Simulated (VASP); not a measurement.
A run of VASP 6.6.1:

INCAR

```
SYSTEM = Eu
ALGO = Normal
EDIFF = 1E-6
ENCUT = 520
GGA = CA
ISIF = 2
ISMEAR = -1
ISPIN = 2
LASPH = .True.
LCHARG = .False.
LMAXMIX = 6
LORBIT = 11
LREAL = .False.
LWAVE = .False.
MAGMOM = 7 7
NBANDS = 28
NELM = 150
PREC = Accurate
SIGMA = 0.1
```

File KPOINTS:

```
k-points
0
Gamma
  14 14 8
  0 0 0
```

File POSCAR:

```
Eu
1.0
    3.1623098485      0.0000000000      0.0000000000
   -1.5811549242      2.7386406634      0.0000000000
    0.0000000000      0.0000000000      4.7898503870
Eu
2
Direct
    0.3333333333      0.6666666667      0.2500000000
    0.6666666667      0.3333333333      0.7500000000
```

Potentials or basis: VASP PAW PBE potentials, release 64 (Eu).

Launch:

```console
$ cat potpaw_PBE.64/Eu/POTCAR > POTCAR
$ mpirun -np 1 vasp_std > vasp.out
```

Hardware: 1 thread of Intel(R) Xeon(R) Platinum 8259CL CPU @ 2.50GHz (Skylake/Cascade Lake), with other jobs on the host.

**Question.** How long does it take, and how much memory?

**Answer.** Wall time 6.9 min on 1 thread of Intel(R) Xeon(R) Platinum 8259CL CPU @ 2.50GHz (Skylake/Cascade Lake) (shared host), peak memory 0.31 GiB. Counts: scf iterations 26, k points 120.
